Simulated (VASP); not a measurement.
# Te2Pb3Se (I4/mmm) in VASP: single point with PBE

Aim: the single point of Te2Pb3Se with PBE.

Program: VASP 6.6.1. These are calculated values, not measurements. Logs are shortened: lines on timing, memory, paths and dates and some standing lists are left out, and cuts for length are marked.

**1. The cell of the first run**

It takes space group I4/mmm (No. 139, tetragonal). Conventional cell: a = 4.573 Å, b = 4.573 Å, c = 19.342 Å, α = 90.00°, β = 90.00°, γ = 90.00°. Within 4.3 Å of Te (site symmetry 4mm) lie 6 Pb at 3.24 to 3.32 Å. Pb (site symmetry 4mm) has 1 Se at 3.10 Å and 5 Te at 3.24 to 3.32 Å within 4.1 Å. Pb (site symmetry 4/mmm) has 4 Se at 3.23 Å and 2 Te at 3.25 Å within 4.3 Å. Se (site symmetry 4/mmm) has 6 Pb at 3.10 to 3.23 Å within 4.1 Å.

**2. Single point, PBE**

The input, INCAR:

```
SYSTEM = Te2Pb3Se
ALGO = Normal
EDIFF = 1E-6
ENCUT = 520
GGA = PE
ISIF = 2
ISMEAR = 0
KPAR = 4
LASPH = .TRUE.
LCHARG = .TRUE.
LREAL = .FALSE.
LVHAR = .TRUE.
LWAVE = .FALSE.
NBANDS = 39
NELM = 100
PREC = Accurate
SIGMA = 0.02
```

The input, KPOINTS:

```
k-points
0
G
  12 12 12
  0 0 0
```

The input, POSCAR:

```
Te2Pb3Se
1.0
   -2.2867270631      2.2867270631      9.6710461712
    2.2867270631     -2.2867270631      9.6710461712
    2.2867270631      2.2867270631     -9.6710461712
Te Pb Se
2 3 1
Direct
    0.8317732682      0.8317732682      0.0000000000
    0.1682267318      0.1682267318      0.0000000000
    0.6602691870      0.6602691870      0.0000000000
    0.3397308130      0.3397308130      0.0000000000
    0.0000000000      0.0000000000      0.0000000000
    0.5000000000      0.5000000000      0.0000000000
```

Potentials or basis: VASP PAW PBE potentials, release 64 (Te, Pb_d, Se).

Command:

```
$ cat potpaw_PBE.64/Te/POTCAR potpaw_PBE.64/Pb_d/POTCAR potpaw_PBE.64/Se/POTCAR > POTCAR
$ mpirun -np 4 vasp_std > vasp.out
```

OUTCAR:

```text
SYSTEM = Te2Pb3Se
   EDIFF = 1E-6
   ENCUT = 520
   GGA = PE
   ISIF = 2
   ISMEAR = 0
   LASPH = .TRUE.
   LREAL = .FALSE.
   NELM = 100
   PREC = Accurate

 ion  position               nearest neighbor table
   1  0.832  0.832  0.000-   4 3.24   4 3.24   4 3.24   4 3.24   5 3.25   3 3.32
   2  0.168  0.168  0.000-   3 3.24   3 3.24   3 3.24   3 3.24   5 3.25   4 3.32
   3  0.660  0.660  0.000-   6 3.10   2 3.24   2 3.24   2 3.24   2 3.24   1 3.32
   4  0.340  0.340  0.000-   6 3.10   1 3.24   1 3.24   1 3.24   1 3.24   2 3.32
   5  0.000  0.000  0.000-   6 3.23   6 3.23   6 3.23   6 3.23   2 3.25   1 3.25
   6  0.500  0.500  0.000-   3 3.10   4 3.10   5 3.23   5 3.23   5 3.23   5 3.23

  LATTYP: Found a body centered tetragonal cell.
 ALAT       =     4.5734541262
 C/A-ratio  =     4.2292087793

  Lattice vectors:

 A1 = (  -2.2867270631,   2.2867270631,   9.6710461712)
 A2 = (   2.2867270631,  -2.2867270631,   9.6710461712)
 A3 = (   2.2867270631,   2.2867270631,  -9.6710461712)

Analysis of symmetry for initial positions (statically):
=====================================================================
 Subroutine PRICEL returns:
 Original cell was already a primitive cell.

 Routine SETGRP: Setting up the symmetry group for a
 body centered tetragonal supercell.

 Subroutine GETGRP returns: Found 16 space group operations
 (whereof 16 operations were pure point group operations)
 out of a pool of 16 trial point group operations.

The static configuration has the point symmetry D_4h.

Analysis of symmetry for dynamics (positions and initial velocities):
=====================================================================
 Subroutine PRICEL returns:
 Original cell was already a primitive cell.

 Routine SETGRP: Setting up the symmetry group for a
 body centered tetragonal supercell.

 Subroutine GETGRP returns: Found 16 space group operations
 (whereof 16 operations were pure point group operations)
 out of a pool of 16 trial point group operations.

The dynamic configuration has the point symmetry D_4h.

 Subroutine INISYM returns: Found 16 space group operations
 (whereof 16 operations are pure point group operations),
 and found     1 'primitive' translations

----------------------------------------------------------------------------------------

                                     Primitive cell

  volume of cell :     202.2843

  direct lattice vectors                    reciprocal lattice vectors
    -2.286727063  2.286727063  9.671046171     0.000000000  0.218653117  0.051700715
     2.286727063 -2.286727063  9.671046171     0.218653117  0.000000000  0.051700715
     2.286727063  2.286727063 -9.671046171     0.218653117  0.218653117  0.000000000

  length of vectors
    10.197420035 10.197420035 10.197420035     0.224682330  0.224682330  0.309222203

  position of ions in fractional coordinates (direct lattice)
     0.831773268  0.831773268  0.000000000
     0.168226732  0.168226732  0.000000000
     0.660269187  0.660269187  0.000000000
     0.339730813  0.339730813  0.000000000
     0.000000000  0.000000000  0.000000000
     0.500000000  0.500000000  0.000000000

  ion indices of the primitive-cell ions
   primitive index   ion index
                 1           1
                 2           2
                 3           3
                 4           4
                 5           5
                 6           6

----------------------------------------------------------------------------------------

 KPOINTS: k-points

Automatic generation of k-mesh.
 Grid dimensions read from file:
 generate k-points for:   12   12   12

 Generating k-lattice:

  Cartesian coordinates                     Fractional coordinates (reciprocal lattice)
     0.000000000  0.018221093  0.004308393     0.083333333 -0.000000000  0.000000000
     0.018221093  0.000000000  0.004308393    -0.000000000  0.083333333  0.000000000
     0.018221093  0.018221093  0.000000000     0.000000000  0.000000000  0.083333333

  Length of vectors
     0.018723528  0.018723528  0.025768517

  Shift w.r.t. Gamma in fractional coordinates (k-lattice)
     0.000000000  0.000000000  0.000000000

 Subroutine IBZKPT returns following result:
 ===========================================

 Found    163 irreducible k-points:

 Following reciprocal coordinates:
            Coordinates               Weight
  0.000000  0.000000  0.000000      1.000000
  0.083333  0.000000  0.000000      8.000000
  0.166667  0.000000  0.000000      8.000000
  0.250000  0.000000 -0.000000      8.000000
  0.333333  0.000000  0.000000      8.000000
  0.416667  0.000000 -0.000000      8.000000
[... 16 lines left out ...]
  0.500000  0.166667  0.000000     16.000000
 -0.416667  0.166667  0.000000     16.000000
 [... further k-points ...]
   k-points           NKPTS =    163   k-points in BZ     NKDIM =    163   number of bands    NBANDS=     39
   number of dos      NEDOS =    301   number of ions     NIONS =      6
   total plane-waves  NPLWV = 512000
   dimension x,y,z NGX =    80 NGY =   80 NGZ =   80
   dimension x,y,z NGXF=   160 NGYF=  160 NGZF=  160
   ions per type =               2   3   1
   NGX,Y,Z   is equivalent  to a cutoff of  13.04, 13.04, 13.04 a.u.
   NGXF,Y,Z  is equivalent  to a cutoff of  26.08, 26.08, 26.08 a.u.
 SYSTEM =  Te2Pb3Se
   PREC   = accura    normal or accurate (medium, high low for compatibility)
   ISTART =      0    job   : 0-new  1-cont  2-samecut
   ICHARG =      2    charge: 1-file 2-atom 10-const
   ISPIN  =      1    spin polarized calculation?
   LNONCOLLINEAR =      F non collinear calculations
   LSORBIT =      F    spin-orbit coupling
   LASPH  =      T    aspherical Exc in radial PAW
   ENCUT  =  520.0 eV  38.22 Ry    6.18 a.u.  18.96 18.96 18.96*2*pi/ulx,y,z
   NELM   =    100;   NELMIN=  2; NELMDL= -5     # of ELM steps
   EDIFF  = 0.1E-05   stopping-criterion for ELM
   LREAL  =      F    real-space projection
   EDIFFG = 0.1E-04   stopping-criterion for IOM
   NSW    =      0    number of steps for IOM
   IBRION =     -1    ionic relax: 0-MD 1-quasi-New 2-CG
   NFREE  =      0    steps in history (QN), initial steepest desc. (CG)
   ISIF   =      2    stress and relaxation
   ISYM   =      2    0-nonsym 1-usesym 2-fastsym
   POTIM  = 0.5000    time-step for ionic-motion
   TEBEG  =    0.0;   TEEND  =   0.0 temperature during run
   PSTRESS=    0.0 pullay stress
   NELECT =      60.0000    total number of electrons
   NUPDOWN=      -1.0000    fix difference up-down
   EMIN   =  10.00;   EMAX   =-10.00  energy-range for DOS
   EFERMI =   0.00;   METHOD = LEGACY
   ISMEAR =     0;   SIGMA  =   0.02  broadening in eV -4-tet -1-fermi 0-gaus
   EFERMI_NEDOS =   21; number of points for ismear=-14 and -15
   IALGO  =     38    algorithm
   IMIX   =      4    mixing-type and parameters
     AMIX     =   0.40;   BMIX     =  1.00
     AMIX_MAG =   1.60;   BMIX_MAG =  1.00
  volume/ion in A,a.u.               =      33.71       227.51
  Fermi-wavevector in a.u.,A,eV,Ry     =   1.091787  2.063178 16.218126  1.191999
  Thomas-Fermi vector in A             =   2.228039
   LORBIT       =      0    0 simple, 1 ext, 2 COOP (PROOUT), +10 PAW based schemes
   GGA     = PE    functional components
   LHFCALC =     F    Hartree Fock is set to
   AEXX    =    0.0000 exact exchange contribution
   IVDW    =     0    specifies the selected vdW correction
   LEPSILON=     F    determine dielectric tensor
   LRPA    =     F    only Hartree local field effects (RPA)
 non-spin polarized calculation
 Gauss-broadening in eV      SIGMA  =   0.02
  energy-cutoff  :      520.00
  volume of cell :      202.28
 maximum number of plane-waves:      5484
 NGX is ok and might be reduce to    80
   NGX = 37   NGY = 37   NGZ = 37

 number of electron      60.0000002 magnetization

 Free energy of the ion-electron system (eV)
  ---------------------------------------------------
  ext. energy  EPLUGINS =         0.00000000
  ---------------------------------------------------
  free energy    TOTEN  =       -23.12876893 eV

  energy without entropy =      -23.12876893  energy(sigma->0) =      -23.12876893

 E-fermi :   4.9642     XC(G=0):  -9.1397

 val. band max:        4.8714680837   @ k =   0.5000   0.0000  -0.0000
 cond. band min:       5.3972309156   @ k =   0.5000   0.0000  -0.0000
 fundamental gap:      0.5257628318
 Fermi energy:         4.9642366958

 k-point     1 :       0.0000    0.0000    0.0000
  band No.  band energies     occupation
      1     -12.0155      2.00000
      2     -12.0150      2.00000
      3     -11.9962      2.00000
      4     -11.9831      2.00000
      5     -11.9831      2.00000
      6     -11.8328      2.00000
[... 31 lines left out ...]
     38       9.4777      0.00000
     39       9.4778      0.00000

 k-point     2 :       0.0833    0.0000    0.0000
  band No.  band energies     occupation
      1     -12.0148      2.00000
      2     -12.0136      2.00000
      3     -11.9970      2.00000
      4     -11.9835      2.00000
      5     -11.9831      2.00000
      6     -11.8315      2.00000
[... 31 lines left out ...]
     38       9.2230      0.00000
     39       9.5461      0.00000

 k-point     3 :       0.1667    0.0000    0.0000
  band No.  band energies     occupation
      1     -12.0137      2.00000
      2     -12.0095      2.00000
      3     -11.9990      2.00000
      4     -11.9844      2.00000
      5     -11.9830      2.00000
      6     -11.8283      2.00000
[... 31 lines left out ...]
     38       8.9898      0.00000
     39       9.2619      0.00000

 k-point     4 :       0.2500    0.0000   -0.0000
  band No.  band energies     occupation
      1     -12.0122      2.00000
      2     -12.0037      2.00000
      3     -12.0018      2.00000
      4     -11.9857      2.00000
      5     -11.9829      2.00000
      6     -11.8242      2.00000
[... 31 lines left out ...]
     38       8.7480      0.00000
     39       9.2435      0.00000
[... 754 lines left out ...]
     38       8.9149      0.00000
     39       9.3265      0.00000

 k-point    23 :       0.5000    0.1667    0.0000
  band No.  band energies     occupation
      1     -12.0159      2.00000
      2     -12.0047      2.00000
      3     -11.9920      2.00000
      4     -11.9882      2.00000
      5     -11.9841      2.00000
      6     -11.8195      2.00000
[... 31 lines left out ...]
     38       8.5295      0.00000
     39       9.1806      0.00000

 k-point    24 :      -0.4167    0.1667    0.0000
  band No.  band energies     occupation
      1     -12.0150      2.00000
      2     -12.0049      2.00000
      3     -11.9934      2.00000
      4     -11.9879      2.00000
      5     -11.9841      2.00000
      6     -11.8189      2.00000
[... 31 lines left out ...]
     38       8.7888      0.00000
     39       9.1620      0.00000

 [... further k-points ...]
[... 5 lines left out ...]
  --------------------------------------------------------------------------------------
  -------------------------------------------------------------------------------------
  Total       -0.0615328     -0.0615328     -0.0536064      0.0000000      0.0000000      0.0000000
  in kB       -0.4873661     -0.4873661     -0.4245854      0.0000000      0.0000000      0.0000000
  external PRESSURE =      -0.4664392 kB  Pullay stress =       0.0000000 kB

 VOLUME and BASIS-vectors are now :
 -----------------------------------------------------------------------------
  energy-cutoff  :      520.00
  volume of cell :      202.28
      direct lattice vectors                 reciprocal lattice vectors
    -2.286727063  2.286727063  9.671046171     0.000000000  0.218653117  0.051700715
     2.286727063 -2.286727063  9.671046171     0.218653117  0.000000000  0.051700715
     2.286727063  2.286727063 -9.671046171     0.218653117  0.218653117  0.000000000

 POSITION                                       TOTAL-FORCE (eV/Angst)
 -----------------------------------------------------------------------------------
      0.00000      0.00000     16.08824         0.000000      0.000000      0.005442
      0.00000      0.00000      3.25386        -0.000000     -0.000000     -0.005442
      0.00000      0.00000     12.77099         0.000000      0.000000     -0.003060
      0.00000      0.00000      6.57110        -0.000000     -0.000000      0.003060
      0.00000      0.00000      0.00000        -0.000000     -0.000000      0.000000
      0.00000      0.00000      9.67105        -0.000000     -0.000000     -0.000000
 -----------------------------------------------------------------------------------
    total drift:                               -0.000000      0.000000     -0.000000

  FREE ENERGIE OF THE ION-ELECTRON SYSTEM (eV)
  ---------------------------------------------------
  free  energy   TOTEN  =       -23.1287689338 eV

  energy  without entropy=      -23.1287689338  energy(sigma->0) =      -23.12876893
```

Run time: 25 min. Hardware: 4 MPI ranks of Oxide Virtual Turin-like, shared host; peak memory 1.8 GiB.

What came out:

```yaml
Free_energy: -23.1288 eV
Pressure: 0.0 GPa
Largest_force: 0.005 eV/Å
Band_gap_on_the_k_mesh: 0.53 eV
```

Forces in eV/Å, atoms in the order of the input:
```
Te   0.000  0.000  0.005
Te   0.000  0.000 -0.005
Pb   0.000  0.000 -0.003
Pb   0.000  0.000  0.003
Pb   0.000  0.000  0.000
Se   0.000  0.000  0.000
```

Levels at points of the mesh, in eV from the valence-band top:
| k point | band 26 | band 27 | band 28 | band 29 | band 30 | band 31 | band 32 | band 33 | band 34 | band 35 |
| --- | --- | --- | --- | --- | --- | --- | --- | --- | --- | --- |
| (0.00, 0.00, 0.00) | -2.34 | -2.34 | -1.38 | -1.33 | -1.33 | 3.72 | 3.79 | 4.02 | 4.02 | 4.03 |
| (0.50, 0.00, 0.00) | -0.90 | -0.81 | -0.71 | -0.45 | 0.00 | 0.53 | 1.31 | 1.44 | 1.50 | 1.60 |
| (0.50, 0.50, 0.00) | -3.08 | -2.70 | -2.64 | -1.38 | -1.12 | 2.77 | 2.79 | 3.53 | 4.03 | 4.52 |
| (0.50, 0.50, 0.50) | -1.76 | -1.68 | -1.68 | -0.71 | -0.18 | 1.68 | 2.00 | 3.55 | 3.98 | 3.98 |

Caveat: spin-orbit coupling is left out, which moves the levels of the heavy elements. A k mesh can miss the band edges.
